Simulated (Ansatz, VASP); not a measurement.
**LuSc2N3: VASP beside Ansatz**

```
Lu Sc N
1.0
     4.58951    0.00000    0.00000
    -2.29476    3.97463    0.00000
     0.00000    0.00000    4.29712
Lu Sc N
1 2 3
Direct
  0.00000 0.00000 0.50000
  0.33333 0.66667 0.00000
  0.66667 0.33333 0.00000
  0.33333 0.66667 0.50000
  0.66667 0.33333 0.50000
  0.00000 0.00000 0.00000
```

Alike in both runs: functional PBE; k mesh 12 × 12 × 10; occupations gaussian, width 0.1 eV; no spin polarisation.

Ansatz relaxed the structure, and its values are those at the end. VASP's run is a single point on that final structure, the one shown.

|  | VASP | Ansatz |
| --- | --- | --- |
| version | VASP 6.6.1 | Ansatz 0.2.0 |
| potentials or method | VASP PAW PBE potentials, release 64 (Lu, Sc_sv, N), cutoff 520 eV | scalar-relativistic, plane waves, PAW |
| valence electrons in the cell | 62 | 62 |

```tsv
	VASP	Ansatz	Ansatz less VASP
gap on the k mesh at the Fermi level (eV)	none	none	-
pressure (GPa)	0.8	0.0	-0.73
```

A gap of «none» marks a metal or a gap that the smearing closes.

Spin-orbit coupling is off throughout.
